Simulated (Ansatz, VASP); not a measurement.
## Li2Se in VASP and in Ansatz

Contents of POSCAR:

```
Li2Se
1.0
    2.9934064428      2.9934064428      0.0000000000
   -2.9934064428      2.9934064428      0.0000000000
    0.0000000000      2.9934064428      2.9934064428
Li Se
2 1
Direct
    0.2500000000      0.7500000000      0.5000000000
    0.7500000000      0.2500000000      0.5000000000
    0.0000000000      0.0000000000      0.0000000000
```

The input INCAR.step1:

```
SYSTEM = Li2Se
PREC = Accurate ; ENCUT = 830
ISMEAR = 0 ; SIGMA = 0.01
LREAL = .False. ; LASPH = .True.
NELM = 120 ; NBANDS = 13
GGA = PE ; ALGO = Normal
EDIFF = 1E-5 ; LWAVE = .True.
LCHARG = .False. ; GGA_COMPAT = .False.
```

INCAR.step2

```
SYSTEM = Li2Se
PREC = Accurate ; ENCUT = 830
EDIFF = 1E-6 ; ISMEAR = 0
SIGMA = 0.01 ; LREAL = .False.
LASPH = .True. ; NELM = 120
ALGO = Normal ; ISIF = 2
LWAVE = .False. ; LCHARG = .True.
METAGGA = R2SCAN ; LMIXTAU = .True.
LELF = .True. ; LVHAR = .True.
NBANDS = 13 ; ISTART = 1
GGA_COMPAT = .False.
```

KPOINTS

```
Automatic mesh
0
Gamma
  8 8 8
  0 0 0
```

Input for Ansatz:

```yaml
crystal:
  lattice:
    - [2.99340644283, 2.99340644283, 0.0]
    - [-2.99340644283, 2.99340644283, 0.0]
    - [0.0, 2.99340644283, 2.99340644283]
  atoms:
    - { symbol: Li, position: [0.25, 0.75, 0.5] }
    - { symbol: Li, position: [0.75, 0.25, 0.5] }
    - { symbol: Se, position: [0.0, 0.0, 0.0] }
kpoints:
  mp_grid: { grid: [8, 8, 8] }
scf:
  occupations: { method: fixed }
  convergence: { dr2_threshold: 1.0e-10 }
hamiltonian:
  xc: r2scan
  pseudopotentials: { kind: paw }
output:
  forces: true
  stress: true
  eigenstates:
    kpoints:
      - [0.0, 0.0, 0.0]
      - [-0.5, 0.5, 0.0]
      - [-0.5, -0.5, -0.5]
      - [0.0, 0.0, -0.5]
      - [0.0, -0.5, -0.5]
      - [0.0, 0.5, 0.0]
      - [-0.5, 0.0, 0.0]
      - [-0.5, 0.0, -0.5]
  eigenvalues: true
```

Change from the starting cell: unstrained.

Alike in both runs: task single point; functional r2SCAN; k mesh 8 × 8 × 8; no spin polarisation.

```csv
,VASP,Ansatz
version,VASP 6.6.1,Ansatz 0.2.0
potentials or method,"VASP PAW PBE potentials, release 64 (Li_sv, Se)","PAW with Ansatz's default frozen-core files, scalar-relativistic"
plane-wave cutoff (eV),830,500
occupations,"gaussian, width 0.01 eV",fixed
valence electrons in the cell,12,22
```

```csv
,VASP,Ansatz,Ansatz less VASP
gap on the k mesh at the Fermi level (eV),3.46,3.48,+0.021
pressure (GPa),-0.2,0.0,+0.13
```

VASP's potentials were made for PBE, not for r2SCAN. VASP's potentials hold 12 valence electrons a cell and Ansatz's 22, so a difference there can come from the potentials and not from the codes.
